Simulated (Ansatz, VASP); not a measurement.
# NaH: VASP beside Ansatz

```xyz
2
Lattice="0.0000 2.3864 2.3864 2.3864 0.0000 2.3864 2.3864 2.3864 0.0000" Properties=species:S:1:pos:R:3 pbc="T T T"
Na    0.0000    0.0000    0.0000
H     2.3864    2.3864    2.3864
```

Alike in both runs: task relaxation of cell and atoms; functional PBE; dispersion D3(BJ); k mesh 8 × 8 × 8; occupations gaussian, width 0.02 eV; no spin polarisation.

|  | VASP | Ansatz |
| --- | --- | --- |
| version | VASP 6.6.1 | Ansatz 0.2.0 |
| potentials or method | VASP PAW PBE potentials, release 64 (Na_pv, H), cutoff 500 eV | scalar-relativistic, plane waves, PAW |
| valence electrons in the cell | 8 | 10 |

|  | VASP | Ansatz | Ansatz less VASP |
| --- | --- | --- | --- |
| gap on the k mesh at the Fermi level, each at its own relaxed structure (eV) | 3.88 | 3.89 | +0.007 |
| relaxed volume (Å³/atom) | 13.16 | 13.12 | -0.035 |
| relaxed cell length with the largest relative difference (Å) | 3.339 | 3.336 | -0.0030 |

VASP's potentials hold 8 valence electrons a cell and Ansatz's 10, so a difference there can come from the potentials and not from the codes.
